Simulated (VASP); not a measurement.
# GaP (rocksalt type) (Fm-3m) in VASP: further runs, part 2 of 2

VASP 6.6.1. Earlier steps stand in the parts before.

**3. Single point, PBE**

This run uses another cell than the first one, of 17.17 Å³/atom.

File POSCAR:

```
GaP
1.0
    0.0000000000      2.5800645215      2.5800645215
    2.5800645215      0.0000000000      2.5800645215
    2.5800645215      2.5800645215      0.0000000000
Ga P
1 1
Direct
    0.0000000000      0.0000000000      0.0000000000
    0.5000000000      0.5000000000      0.5000000000
```

File INCAR.step1:

```
SYSTEM = GaP
  PREC = Accurate
  ENCUT = 520
  EDIFF = 1E-7
  ISMEAR = -1
  SIGMA = 0.1
  LREAL = .FALSE.
  LASPH = .TRUE.
  NELM = 80
  ALGO = Normal
  ISIF = 2
  LWAVE = .FALSE.
  LCHARG = .TRUE.
  GGA = PE
  NBANDS = 16
```

File KPOINTS.step1:

```
Automatic mesh
0
G
  14 14 14
  0 0 0
```

File INCAR.step2:

```
SYSTEM = GaP
  PREC = Accurate
  ENCUT = 520
  EDIFF = 1E-7
  ISMEAR = -5
  SIGMA = 0.1
  LREAL = .FALSE.
  LASPH = .TRUE.
  NELM = 80
  ALGO = Normal
  ISIF = 2
  LWAVE = .FALSE.
  LCHARG = .FALSE.
  GGA = PE
  LORBIT = 11
  NBANDS = 16
  NEDOS = 1001
  ICHARG = 11
```

File KPOINTS.step2:

```
Automatic mesh
0
G
  21 21 21
  0 0 0
```

Potentials or basis: VASP PAW PBE potentials, release 64 (Ga_d, P).

Started as:

```sh
> cat potpaw_PBE.64/Ga_d/POTCAR potpaw_PBE.64/P/POTCAR > POTCAR
> cp INCAR.step1 INCAR
> cp KPOINTS.step1 KPOINTS
> mpirun -np 1 vasp_std > vasp.out
> cp INCAR.step2 INCAR
> cp KPOINTS.step2 KPOINTS
> mpirun -np 1 vasp_std > vasp.out
```

OUTCAR:

```text
SYSTEM = GaP
   PREC = Accurate
   ENCUT = 520
   EDIFF = 1E-7
   ISMEAR = -5
   LREAL = .FALSE.
   LASPH = .TRUE.
   NELM = 80
   ISIF = 2
   GGA = PE
   LORBIT = 11
   ICHARG = 11

 ion  position               nearest neighbor table
   1  0.000  0.000  0.000-   2 2.58   2 2.58   2 2.58   2 2.58   2 2.58   2 2.58
   2  0.500  0.500  0.500-   1 2.58   1 2.58   1 2.58   1 2.58   1 2.58   1 2.58

  LATTYP: Found a face centered cubic cell.
 ALAT       =     5.1601290430

  Lattice vectors:

 A1 = (   0.0000000000,   2.5800645215,   2.5800645215)
 A2 = (   2.5800645215,   0.0000000000,   2.5800645215)
 A3 = (   2.5800645215,   2.5800645215,   0.0000000000)

Analysis of symmetry for initial positions (statically):
=====================================================================
 Subroutine PRICEL returns:
 Original cell was already a primitive cell.

 Routine SETGRP: Setting up the symmetry group for a
 face centered cubic supercell.

 Subroutine GETGRP returns: Found 48 space group operations
 (whereof 48 operations were pure point group operations)
 out of a pool of 48 trial point group operations.

The static configuration has the point symmetry O_h .

Analysis of symmetry for dynamics (positions and initial velocities):
=====================================================================
 Subroutine PRICEL returns:
 Original cell was already a primitive cell.

 Routine SETGRP: Setting up the symmetry group for a
 face centered cubic supercell.

 Subroutine GETGRP returns: Found 48 space group operations
 (whereof 48 operations were pure point group operations)
 out of a pool of 48 trial point group operations.

The dynamic configuration has the point symmetry O_h .

 Subroutine INISYM returns: Found 48 space group operations
 (whereof 48 operations are pure point group operations),
 and found     1 'primitive' translations

----------------------------------------------------------------------------------------

                                     Primitive cell

  volume of cell :      34.3496

  direct lattice vectors                    reciprocal lattice vectors
     0.000000000  2.580064522  2.580064522    -0.193793603  0.193793603  0.193793603
     2.580064522  0.000000000  2.580064522     0.193793603 -0.193793603  0.193793603
     2.580064522  2.580064522  0.000000000     0.193793603  0.193793603 -0.193793603

  length of vectors
     3.648762238  3.648762238  3.648762238     0.335660367  0.335660367  0.335660367

  position of ions in fractional coordinates (direct lattice)
     0.000000000  0.000000000  0.000000000
     0.500000000  0.500000000  0.500000000

  ion indices of the primitive-cell ions
   primitive index   ion index
                 1           1
                 2           2

----------------------------------------------------------------------------------------

 KPOINTS: Automatic mesh

Automatic generation of k-mesh.
 Grid dimensions read from file:
 generate k-points for:   21   21   21

 Generating k-lattice:

  Cartesian coordinates                     Fractional coordinates (reciprocal lattice)
[... 23 lines left out ...]
  0.190476  0.000000  0.000000      8.000000
  0.238095  0.000000  0.000000      8.000000
[... 16 lines left out ...]
 -0.428571  0.047619  0.000000     24.000000
 -0.380952  0.047619  0.000000     24.000000
 [... further k-points ...]
   k-points           NKPTS =    286   k-points in BZ     NKDIM =    286   number of bands    NBANDS=     16
   number of dos      NEDOS =   1001   number of ions     NIONS =      2
   total plane-waves  NPLWV =  21952
   dimension x,y,z NGX =    28 NGY =   28 NGZ =   28
   dimension x,y,z NGXF=    56 NGYF=   56 NGZF=   56
   ions per type =               1   1
   NGX,Y,Z   is equivalent  to a cutoff of  12.76, 12.76, 12.76 a.u.
   NGXF,Y,Z  is equivalent  to a cutoff of  25.51, 25.51, 25.51 a.u.
 SYSTEM =  GaP
   PREC   = accura    normal or accurate (medium, high low for compatibility)
   ISTART =      0    job   : 0-new  1-cont  2-samecut
   ICHARG =     11    charge: 1-file 2-atom 10-const
   ISPIN  =      1    spin polarized calculation?
   LNONCOLLINEAR =      F non collinear calculations
   LSORBIT =      F    spin-orbit coupling
   LASPH  =      T    aspherical Exc in radial PAW
   ENCUT  =  520.0 eV  38.22 Ry    6.18 a.u.   6.78  6.78  6.78*2*pi/ulx,y,z
   NELM   =     80;   NELMIN=  2; NELMDL=  0     # of ELM steps
   EDIFF  = 0.1E-06   stopping-criterion for ELM
   LREAL  =      F    real-space projection
   EDIFFG = 0.1E-05   stopping-criterion for IOM
   NSW    =      0    number of steps for IOM
   IBRION =     -1    ionic relax: 0-MD 1-quasi-New 2-CG
   NFREE  =      0    steps in history (QN), initial steepest desc. (CG)
   ISIF   =      2    stress and relaxation
   ISYM   =      2    0-nonsym 1-usesym 2-fastsym
   POTIM  = 0.5000    time-step for ionic-motion
   TEBEG  =    0.0;   TEEND  =   0.0 temperature during run
   PSTRESS=    0.0 pullay stress
   NELECT =      18.0000    total number of electrons
   NUPDOWN=      -1.0000    fix difference up-down
   EMIN   =  10.00;   EMAX   =-10.00  energy-range for DOS
   EFERMI =   0.00;   METHOD = LEGACY
   ISMEAR =    -5;   SIGMA  =   0.10  broadening in eV -4-tet -1-fermi 0-gaus
   EFERMI_NEDOS =   21; number of points for ismear=-14 and -15
   IALGO  =     38    algorithm
   IMIX   =      4    mixing-type and parameters
     AMIX     =   0.40;   BMIX     =  1.00
     AMIX_MAG =   1.60;   BMIX_MAG =  1.00
  volume/ion in A,a.u.               =      17.17       115.90
  Fermi-wavevector in a.u.,A,eV,Ry     =   1.319852  2.494158 23.701461  1.742008
  Thomas-Fermi vector in A             =   2.449720
   LORBIT       =     11    0 simple, 1 ext, 2 COOP (PROOUT), +10 PAW based schemes
   GGA     = PE    functional components
   LHFCALC =     F    Hartree Fock is set to
   AEXX    =    0.0000 exact exchange contribution
   IVDW    =     0    specifies the selected vdW correction
   LEPSILON=     F    determine dielectric tensor
   LRPA    =     F    only Hartree local field effects (RPA)
 non-spin polarized calculation
 Fermi weights with tetrahedron method with Bloechl corrections
  energy-cutoff  :      520.00
  volume of cell :       34.35
 maximum number of plane-waves:       942

 number of electron      18.0000009 magnetization

 Free energy of the ion-electron system (eV)
  ---------------------------------------------------
  ext. energy  EPLUGINS =         0.00000000
  ---------------------------------------------------
  free energy    TOTEN  =        -8.31295915 eV

  energy without entropy =       -8.31295915  energy(sigma->0) =       -8.31295915

 E-fermi :   6.4132     XC(G=0): -10.9635

 val. band max:        6.4986552976   @ k =   0.3810   0.0000   0.0000
 cond. band min:       6.3254351378   @ k =  -0.4762   0.2857   0.0000
 fundamental gap:     -0.1732201597
 Fermi energy:         6.4131630584

 k-point     1 :       0.0000    0.0000    0.0000
  band No.  band energies     occupation
      1      -8.2697      2.00000
      2      -8.2697      2.00000
      3      -8.2440      2.00000
      4      -8.2440      2.00000
      5      -8.2440      2.00000
      6      -6.7766      2.00000
[... 433 lines left out ...]
      3      -8.2537      2.00000
      4      -8.2037      2.00000
      5      -8.2021      2.00000
      6      -4.5791      2.00000
[... 8 lines left out ...]
     15      17.4101      0.00000
     16      18.8679      0.00000

 [... further k-points ...]

------------------------ aborting loop because EDIFF is reached ----------------------------------------

  FORCE on cell =-STRESS in cart. coord.  units (eV):
  Direction    XX          YY          ZZ          XY          YZ          ZX
  --------------------------------------------------------------------------------------
  -------------------------------------------------------------------------------------
  Total        0.0006472      0.0006472      0.0006472     -0.0000000     -0.0000000      0.0000000
  in kB        0.0301866      0.0301866      0.0301866     -0.0000000     -0.0000000      0.0000000
  external PRESSURE =       0.0301866 kB  Pullay stress =       0.0000000 kB

 VOLUME and BASIS-vectors are now :
 -----------------------------------------------------------------------------
  energy-cutoff  :      520.00
  volume of cell :       34.35
      direct lattice vectors                 reciprocal lattice vectors
     0.000000000  2.580064522  2.580064522    -0.193793603  0.193793603  0.193793603
     2.580064522  0.000000000  2.580064522     0.193793603 -0.193793603  0.193793603
     2.580064522  2.580064522  0.000000000     0.193793603  0.193793603 -0.193793603

 POSITION                                       TOTAL-FORCE (eV/Angst)
 -----------------------------------------------------------------------------------
      0.00000      0.00000      0.00000         0.000000      0.000000      0.000000
      2.58006      2.58006      2.58006         0.000000      0.000000      0.000000
 -----------------------------------------------------------------------------------
    total drift:                               -0.000000      0.000000      0.000000

  FREE ENERGIE OF THE ION-ELECTRON SYSTEM (eV)
  ---------------------------------------------------
  free  energy   TOTEN  =        -8.3129591500 eV

  energy  without entropy=       -8.3129591500  energy(sigma->0) =       -8.31295915

 total charge

# of ion       s       p       d       tot
------------------------------------------
    1        0.894   0.650  10.005  11.549
    2        1.071   1.398   0.000   2.468
--------------------------------------------------
tot          1.965   2.048  10.005  14.018
```

Wall time 3.3 min (1 thread of AMD EPYC 7R13, shared host); peak memory 0.24 GiB.

Results:

- Valence electrons inside the program's atomic spheres: Ga 11.55; P 2.47

Caveat: tetrahedron occupations give inexact forces and stress in metals.
